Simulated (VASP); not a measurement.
BN:

```xyz
4
Lattice="2.5439 0.0000 0.0000 -1.2720 2.2031 0.0000 0.0000 0.0000 4.2078" Properties=species:S:1:pos:R:3 pbc="T T T"
B     1.2720    0.7344    0.0009
B     0.0000    1.4687    2.1048
N     1.2720    0.7344    1.5771
N     0.0000    1.4687    3.6810
```

Base run:

| Item | Value |
| --- | --- |
| Program | VASP 6.6.1 |
| Functional | PBE |
| Potentials or basis | VASP PAW PBE potentials, release 64 (B, N) |
| Cutoff | 520 eV |
| k mesh | 9 × 9 × 6 |
| Occupations | gaussian, width 0.01 eV |
| Spin | no spin polarisation |

Its results: band gap on the k mesh 5.19 eV, indirect (least direct gap 8.29 eV); pressure 4.9 GPa.

Task: The run is repeated on the same cell with these changes: functional from PBE to r2SCAN. What comes out?

Result: Band gap on the k mesh 5.72 eV, indirect (least direct gap 8.97 eV); pressure 1.1 GPa.

r2SCAN gives the wider gap, since meta-GGAs in the generalised Kohn-Sham scheme recover part of the derivative discontinuity.

Caveats: the PAW data sets were made with another functional, which shifts forces and pressure a little (some runs).

A k mesh can miss the band edges.
